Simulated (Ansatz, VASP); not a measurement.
# Two plane-wave programs on SiO2

```xyz
6
Lattice="4.2994 0.0000 0.0000 0.0000 4.2994 0.0000 0.0000 0.0000 2.6898" Properties=species:S:1:pos:R:3 pbc="T T T"
Si    2.1497    2.1497    1.3449
Si    0.0000    0.0000    0.0000
O     2.9795    2.9795    0.0000
O     0.8298    3.4696    1.3449
O     1.3199    1.3199    0.0000
O     3.4696    0.8298    1.3449
```

Alike in both runs: task single point; functional PBE; k mesh 6 × 6 × 8; occupations gaussian, width 0.05 eV; no spin polarisation.

|  | VASP | Ansatz |
| --- | --- | --- |
| version | VASP 6.6.1 | Ansatz 0.2.0 |
| potentials or method | VASP PAW PBE potentials, release 64 (Si, O), cutoff 520 eV | scalar-relativistic, plane waves, PAW |
| valence electrons in the cell | 32 | 32 |

VASP gave:

| Item | Value |
| --- | --- |
| gap on the k mesh at the Fermi level (eV) | 4.58 |
| least direct gap on the mesh (eV) | 4.58 |
| pressure (GPa) | -7.4 |
| traceless stress, the component that is largest in VASP (GPa) | 3.25 |
| rms of the force components (eV/Å) | 0.142 |

Q: What did Ansatz give for the same quantities?

A: gap on the k mesh at the Fermi level (eV): 4.60; least direct gap on the mesh (eV): 4.60; pressure (GPa): -7.6; traceless stress, the component that is largest in VASP (GPa): 2.75; rms of the force components (eV/Å): 0.153.

Atom by atom the forces differ by 0.011 eV/Å (rms over components). With one functional, cell and mesh, what is left measures potentials, basis and numerics.
